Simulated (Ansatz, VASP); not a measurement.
**One calculation of AlN, two programs**

```
Al N
1.0
     0.00000    2.18399    2.18399
     2.18399    0.00000    2.18399
     2.18399    2.18399    0.00000
Al N
1 1
Direct
  0.00000 0.00000 0.00000
  0.25000 0.25000 0.25000
```

Alike in both runs: functional r2SCAN; k mesh 10 × 10 × 10; occupations fermi-dirac, width 0.05 eV; no spin polarisation.

|  | VASP | Ansatz |
| --- | --- | --- |
| version | VASP 6.6.1 | Ansatz 0.2.0 |
| potentials or method | VASP PAW PBE potentials, release 64 (Al, N) | Ansatz PAW |
| plane-wave cutoff (eV) | 520 | 500 |
| valence electrons in the cell | 8 | 8 |
| task | single point | band structure |

```csv
,VASP,Ansatz,Ansatz less VASP
gap on the k mesh at the Fermi level (eV),3.93,3.94,+0.007
least direct gap on the mesh (eV),4.89,4.85,-0.039
pressure (GPa),-0.1,0.3,+0.39
```

VASP's potentials were made for PBE, not for r2SCAN. With one functional, cell and mesh, what is left measures potentials, basis and numerics.
